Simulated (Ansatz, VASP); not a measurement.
**Ta2N: VASP beside Ansatz**

```xyz
9
Lattice="5.2966 0.0000 0.0000 -2.6483 4.5870 0.0000 0.0000 0.0000 4.9392" Properties=species:S:1:pos:R:3 pbc="T T T"
Ta    1.7647    3.0566    3.7223
Ta   -0.8836    1.5304    3.7223
Ta    1.7671    0.0000    3.7223
Ta    0.8836    1.5304    1.2169
Ta   -1.7647    3.0566    1.2169
Ta    3.5294    0.0000    1.2169
N     2.6483    1.5290    2.4696
N     0.0000    3.0580    2.4696
N     0.0000    0.0000    0.0000
```

Alike in both runs: task single point; functional PBEsol; k mesh 12 × 12 × 8; occupations fermi-dirac, width 0.5 eV; no spin polarisation.

```csv
,VASP,Ansatz
version,VASP 6.6.1,Ansatz 0.2.0
potentials or method,"VASP PAW PBE potentials, release 64 (Ta_pv, N), cutoff 520 eV","scalar-relativistic, plane waves, PAW"
valence electrons in the cell,81,93
```

```csv
,VASP,Ansatz,Ansatz less VASP
gap on the k mesh at the Fermi level (eV),none,none,-
pressure (GPa),-2.1,-2.6,-0.52
"traceless stress, the component that is largest in VASP (GPa)",0.11,0.13,+0.015
rms of the force components (eV/Å),0.093,0.099,+0.0066
```

VASP's potentials were made for PBE, not for PBEsol. Atom by atom the forces differ by 0.008 eV/Å (rms over components). A gap of «none» marks a metal or a gap that the smearing closes. With one functional, cell and mesh, what is left measures potentials, basis and numerics. VASP's potentials hold 81 valence electrons a cell and Ansatz's 93, so a difference there can come from the potentials and not from the codes.

Neither program's run includes spin-orbit coupling.
